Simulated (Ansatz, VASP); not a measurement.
**One calculation of GaB2As3, two programs**

File INCAR:

```
SYSTEM = GaB2As3
PREC = Accurate ; ENCUT = 600
EDIFF = 1E-6 ; ISMEAR = 0
SIGMA = 0.02 ; LREAL = .FALSE.
LASPH = .TRUE. ; NELM = 100
ALGO = Normal ; ISIF = 3
LWAVE = .FALSE. ; LCHARG = .FALSE.
GGA = PE ; IBRION = 2
NSW = 100 ; EDIFFG = -0.01
```

The input KPOINTS:

```
Automatic mesh
0
G
  12 12 4
  0 0 0
```

Contents of POSCAR:

```
GaB2As3
1.0
    3.6094384230      0.0000000000      0.0000000000
   -1.8047192115      3.1258653677      0.0000000000
    0.0000000000      0.0000000000      8.9927381353
Ga B As
1 2 3
Direct
    0.3333333333      0.6666666667      0.6639580612
    0.0000000000      0.0000000000      0.0121816541
    0.6666666667      0.3333333333      0.3170759970
    0.0000000000      0.0000000000      0.7812323429
    0.3333333333      0.6666666667      0.3903501309
    0.6666666667      0.3333333333      0.0852018140
```

Input for Ansatz:

```yaml
crystal:
  lattice:
    - [3.609438423, 0.0, 0.0]
    - [-1.8047192115, 3.1258653677, 0.0]
    - [0.0, 0.0, 8.9927381353]
  atoms:
    - { symbol: Ga, position: [0.3333333333, 0.6666666667, 0.6639580612] }
    - { symbol: B, position: [0.0, 0.0, 0.0121816541] }
    - { symbol: B, position: [0.6666666667, 0.3333333333, 0.317075997] }
    - { symbol: As, position: [0.0, 0.0, 0.7812323429] }
    - { symbol: As, position: [0.3333333333, 0.6666666667, 0.3903501309] }
    - { symbol: As, position: [0.6666666667, 0.3333333333, 0.085201814] }
basis:
  ecutwfc: 420
kpoints:
  mp_grid: { grid: [12, 12, 4] }
hamiltonian:
  xc: pbe
scf:
  occupations: { method: gaussian, width: 0.02 }
output:
  forces: true
  stress: true
  eigenvalues: true
relax:
  adjacent_minimum: "off"
  f_tol: 0.01
  max_steps: 80
  cell: { stress_tol: 0.05 }
```

Alike in both runs: task relaxation of cell and atoms; functional PBE; k mesh 12 × 12 × 4; occupations gaussian, width 0.02 eV; no spin polarisation.

```csv
,VASP,Ansatz
version,VASP 6.6.1,Ansatz 0.2.0
potentials or method,"VASP PAW PBE potentials, release 64 (Ga_d, B, As), cutoff 600 eV","scalar-relativistic, plane waves, PAW"
valence electrons in the cell,34,64
```

VASP gave:

| Item | Value |
| --- | --- |
| gap on the k mesh at the Fermi level, each at its own relaxed structure (eV) | 0.22 |
| relaxed volume (Å³/atom) | 16.97 |
| relaxed length of the cell vector where the two differ most in proportion (Å) | 3.611 |

Estimate Ansatz's values.

gap on the k mesh at the Fermi level, each at its own relaxed structure (eV): 0.22; relaxed volume (Å³/atom): 16.91; relaxed length of the cell vector where the two differ most in proportion (Å): 3.607.

VASP's potentials hold 34 valence electrons a cell and Ansatz's 64, so a difference there can come from the potentials and not from the codes.
